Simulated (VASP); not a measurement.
# Ca (P6_3/mmc) in VASP: vibrations by perturbation theory with PBEsol

Aim: the vibrations by perturbation theory of Ca with PBEsol.

Everything below comes from runs of VASP 6.6.1. Logs are shortened: lines on timing, memory, paths and dates and some standing lists are left out, and cuts for length are marked.

## 1. The cell of the first run

Symmetry: P6_3/mmc, No. 194, hexagonal system. Conventional cell: a = 3.877 Å, b = 3.877 Å, c = 6.394 Å, α = 90.00°, β = 90.00°, γ = 120.00°. Ca (site symmetry -6m2) has 12 Ca at 3.88 to 3.90 Å within 5.1 Å.

This isn't the form of Ca at room conditions, which is fcc.

## 2. Vibrations by perturbation theory, PBEsol (41.61 Å³/atom)

INCAR reads:

```
PREC = Accurate ; ENCUT = 520
EDIFF = 1E-8 ; ISMEAR = -1
SIGMA = 0.05 ; LREAL = False
LASPH = True ; NELM = 100
ALGO = Normal ; ISIF = 2
LWAVE = False ; LCHARG = False
GGA = PS ; NBANDS = 17
IBRION = 8 ; NSW = 1
```

KPOINTS reads:

```
regular mesh
0
Gamma
  12 12 6
```

POSCAR reads:

```
Ca
1.0
    3.8767874645      0.0000000000      0.0000000000
   -1.9383937322      3.3573964293      0.0000000000
    0.0000000000      0.0000000000      6.3936465322
Ca
2
Direct
    0.3333333333      0.6666666667      0.2500000000
    0.6666666667      0.3333333333      0.7500000000
```

Potentials or basis: VASP PAW PBE potentials, release 64 (Ca_sv).

On the command line:

```
$ cat potpaw_PBE.64/Ca_sv/POTCAR > POTCAR
$ mpirun -np 1 vasp_std > vasp.out
```

OUTCAR:

```text
PREC = Accurate
   ENCUT = 520
   EDIFF = 1E-8
   ISMEAR = -1
   LREAL = False
   LASPH = True
   NELM = 100
   ISIF = 2
   GGA = PS
   IBRION = 8
   NSW = 1

 ion  position               nearest neighbor table
   1  0.333  0.667  0.250-
   2  0.667  0.333  0.750-

  LATTYP: Found a hexagonal cell.
 ALAT       =     3.8767874645
 C/A-ratio  =     1.6492125480

  Lattice vectors:

 A1 = (   3.8767874645,   0.0000000000,   0.0000000000)
 A2 = (  -1.9383937322,   3.3573964293,   0.0000000000)
 A3 = (   0.0000000000,   0.0000000000,   6.3936465322)

Analysis of symmetry for initial positions (statically):
=====================================================================
 Subroutine PRICEL returns:
 Original cell was already a primitive cell.

 Routine SETGRP: Setting up the symmetry group for a
 hexagonal supercell.

 Subroutine GETGRP returns: Found 24 space group operations
 (whereof 12 operations were pure point group operations)
 out of a pool of 24 trial point group operations.

The static configuration has the point symmetry D_3d.
 The point group associated with its full space group is D_6h.

Analysis of symmetry for dynamics (positions and initial velocities):
=====================================================================
 Subroutine PRICEL returns:
 Original cell was already a primitive cell.

 Routine SETGRP: Setting up the symmetry group for a
 hexagonal supercell.

 Subroutine GETGRP returns: Found 24 space group operations
 (whereof 12 operations were pure point group operations)
 out of a pool of 24 trial point group operations.

The dynamic configuration has the point symmetry D_3d.
 The point group associated with its full space group is D_6h.

 Subroutine INISYM returns: Found 24 space group operations
 (whereof 12 operations are pure point group operations),
 and found     1 'primitive' translations

----------------------------------------------------------------------------------------

                                     Primitive cell

  volume of cell :      83.2191

  direct lattice vectors                    reciprocal lattice vectors
     3.876787465  0.000000000  0.000000000     0.257945531  0.148924922  0.000000000
    -1.938393732  3.357396429  0.000000000     0.000000000  0.297849843  0.000000000
     0.000000000  0.000000000  6.393646532     0.000000000  0.000000000  0.156405268

  length of vectors
     3.876787465  3.876787464  6.393646532     0.297849843  0.297849843  0.156405268

  position of ions in fractional coordinates (direct lattice)
     0.333333333  0.666666667  0.250000000
     0.666666667  0.333333333  0.750000000

  ion indices of the primitive-cell ions
   primitive index   ion index
                 1           1
                 2           2

----------------------------------------------------------------------------------------

 KPOINTS: regular mesh

Automatic generation of k-mesh.
 Grid dimensions read from file:
 generate k-points for:   12   12    6

 Generating k-lattice:

[... 80 lines left out ...]
     AMIX     =   0.40;   BMIX     =  1.00
     AMIX_MAG =   1.60;   BMIX_MAG =  1.00
  volume/ion in A,a.u.               =      41.61       280.80
  Fermi-wavevector in a.u.,A,eV,Ry     =   1.017834  1.923428 14.095454  1.035987
  Thomas-Fermi vector in A             =   2.151258
   LORBIT       =      0    0 simple, 1 ext, 2 COOP (PROOUT), +10 PAW based schemes
   GGA     = PS    functional components
   LHFCALC =     F    Hartree Fock is set to
   AEXX    =    0.0000 exact exchange contribution
   IVDW    =     0    specifies the selected vdW correction
   LEPSILON=     F    determine dielectric tensor
   LRPA    =     F    only Hartree local field effects (RPA)
 non-spin polarized calculation
  energy-cutoff  :      520.00
  volume of cell :       83.22
 maximum number of plane-waves:      2260
 NGX is ok and might be reduce to    30
   NGX = 15   NGY = 15   NGZ = 23

--------------------------------------- Ionic step        1  -------------------------------------------

 number of electron      19.9999995 magnetization

 Free energy of the ion-electron system (eV)
  ---------------------------------------------------
  ext. energy  EPLUGINS =         0.00000000
  ---------------------------------------------------
  free energy    TOTEN  =        -4.26901991 eV

  energy without entropy =       -4.25011843  energy(sigma->0) =       -4.25956917

 E-fermi :   2.0023     XC(G=0):  -7.8545

 val. band max:        1.9930136190   @ k =   0.3333   0.1667   0.0000
 cond. band min:       2.0045884150   @ k =   0.2500   0.0833   0.0000
 fundamental gap:      0.0115747960
 Fermi energy:         2.0023006715

 k-point     1 :       0.0000    0.0000    0.0000
  band No.  band energies     occupation
      1     -39.8523      2.00000
      2     -39.8380      2.00000
      3     -20.9825      2.00000
      4     -20.8646      2.00000
      5     -20.8646      2.00000
      6     -20.8452      2.00000
[... 457 lines left out ...]
      4     -20.9392      2.00000
      5     -20.9227      2.00000
      6     -20.8887      2.00000
[... 9 lines left out ...]
     16       5.3015      0.00000
     17       5.3948      0.00000

 [... further k-points ...]

------------------------ aborting loop because EDIFF is reached ----------------------------------------

  FORCE on cell =-STRESS in cart. coord.  units (eV):
  Direction    XX          YY          ZZ          XY          YZ          ZX
  --------------------------------------------------------------------------------------
  -------------------------------------------------------------------------------------
  Total       -0.1755603     -0.1755603     -0.1864620     -0.0000000      0.0000000      0.0000000
  in kB       -3.3799770     -3.3799770     -3.5898608     -0.0000000      0.0000000      0.0000000
  external PRESSURE =      -3.4499383 kB  Pullay stress =       0.0000000 kB

 VOLUME and BASIS-vectors are now :
 -----------------------------------------------------------------------------
  energy-cutoff  :      520.00
  volume of cell :       83.22
      direct lattice vectors                 reciprocal lattice vectors
     3.876787465  0.000000000  0.000000000     0.257945531  0.148924922  0.000000000
    -1.938393732  3.357396429  0.000000000     0.000000000  0.297849843  0.000000000
     0.000000000  0.000000000  6.393646532     0.000000000  0.000000000  0.156405268

 POSITION                                       TOTAL-FORCE (eV/Angst)
 -----------------------------------------------------------------------------------
     -0.00000      2.23826      1.59841         0.000000      0.000000      0.000000
      1.93839      1.11913      4.79523         0.000000     -0.000000     -0.000000
 -----------------------------------------------------------------------------------
    total drift:                               -0.000000      0.000000     -0.000000

  FREE ENERGIE OF THE ION-ELECTRON SYSTEM (eV)
  ---------------------------------------------------
  free  energy   TOTEN  =        -4.2690199095 eV

  energy  without entropy=       -4.2501184349  energy(sigma->0) =       -4.25956917

[... ionic steps 2 to 3 ...]

--------------------------------------- Ionic step        4  -------------------------------------------

------------------------ aborting loop because EDIFF is reached ----------------------------------------

[... ionic steps 5 to 5 ...]

--------------------------------------- Ionic step        6  -------------------------------------------

 Free energy of the ion-electron system (eV)
  ---------------------------------------------------
  ---------------------------------------------------
  free energy    TOTEN  =        -0.43319866 eV

  energy without entropy =       -0.43319866

------------------------ aborting loop because EDIFF is reached ----------------------------------------

 INTERNAL STRAIN TENSOR  FOR ION    1  DIRECTION 3   (eV/Angst):
 -----------------------------------------------------------------------------
     0.00297 -0.00000  0.00000
     0.00000  0.00297  0.00000
     0.00000 -0.00000 -0.00805

 INTERNAL STRAIN TENSOR FOR ION    2 for displacements in x,y,z  (eV/Angst):
          X           Y           Z          XY          YZ          ZX
  --------------------------------------------------------------------------------
  x     0.00000    -0.00000     0.00000     0.94428     0.00000     0.00000
  y     0.94428    -0.94428     0.00000    -0.00000     0.00000     0.00000
  z    -0.00000     0.00000    -0.00000     0.00000     0.00000     0.00000

 SECOND DERIVATIVES (NOT SYMMETRIZED)
 ------------------------------------
               1X          1Y          1Z          2X          2Y          2Z
  1X    -0.370354   -0.000000    0.000000    0.370354    0.000000    0.000000
  1Y    -0.000000   -0.370354    0.000000    0.000000    0.370354    0.000000
  1Z     0.000000    0.000000   -1.685302    0.000000    0.000000    1.685302
  2X     0.370354    0.000000    0.000000   -0.370354   -0.000000    0.000000
  2Y     0.000000    0.370354    0.000000   -0.000000   -0.370354    0.000000
  2Z     0.000000    0.000000    1.685302    0.000000    0.000000   -1.685302

 Eigenvectors and eigenvalues of the dynamical matrix
 ----------------------------------------------------

   1 f  =    4.533687 THz    28.485996 2PiTHz  151.227521 cm-1    18.749814 meV
             X         Y         Z           dx          dy          dz
     -0.000000  2.238264  1.598412     0.000000    0.000000   -0.707107
      1.938394  1.119132  4.795235     0.000000    0.000000    0.707107
[... 16 lines left out ...]
   5 f  =    0.000000 THz     0.000000 2PiTHz    0.000000 cm-1     0.000000 meV
             X         Y         Z           dx          dy          dz
     -0.000000  2.238264  1.598412     0.000000    0.000000    0.707107
      1.938394  1.119132  4.795235     0.000000    0.000000    0.707107

   6 f/i=    0.000000 THz     0.000000 2PiTHz    0.000001 cm-1     0.000000 meV
             X         Y         Z           dx          dy          dz
     -0.000000  2.238264  1.598412    -0.072371   -0.703394    0.000000
      1.938394  1.119132  4.795235    -0.072371   -0.703394    0.000000

--------------------------------------------------------------------------------------------------------

 ELASTIC MODULI CONTR FROM IONIC RELAXATION (kBar)
 Direction    XX          YY          ZZ          XY          YZ          ZX
 --------------------------------------------------------------------------------
 XX         -46.3527     46.3527     -0.0000     -0.0000     -0.0000     -0.0000
 YY          46.3527    -46.3527      0.0000     -0.0000      0.0000      0.0000
 ZZ          -0.0000      0.0000     -0.0000     -0.0000      0.0000      0.0000
 XY          -0.0000     -0.0000     -0.0000    -46.3527     -0.0000     -0.0000
 YZ          -0.0000      0.0000      0.0000     -0.0000     -0.0000     -0.0000
 ZX          -0.0000      0.0000      0.0000     -0.0000     -0.0000     -0.0000
 --------------------------------------------------------------------------------
```

Wall time 31 min (1 thread of Intel Xeon Platinum 8259CL at 2.50GHz (Skylake/Cascade Lake), shared host); peak memory 0.85 GiB.

Results:

| Item | Value |
| --- | --- |
| Highest phonon frequency at Γ | 151 cm⁻¹ |

Phonon frequencies in cm⁻¹ (negative: imaginary):
```
              q point      frequencies
(0.000, 0.000, 0.000)  0 0 0 71 71 151
```

Caveat: the PAW data sets were made with another functional, which shifts forces and pressure a little.
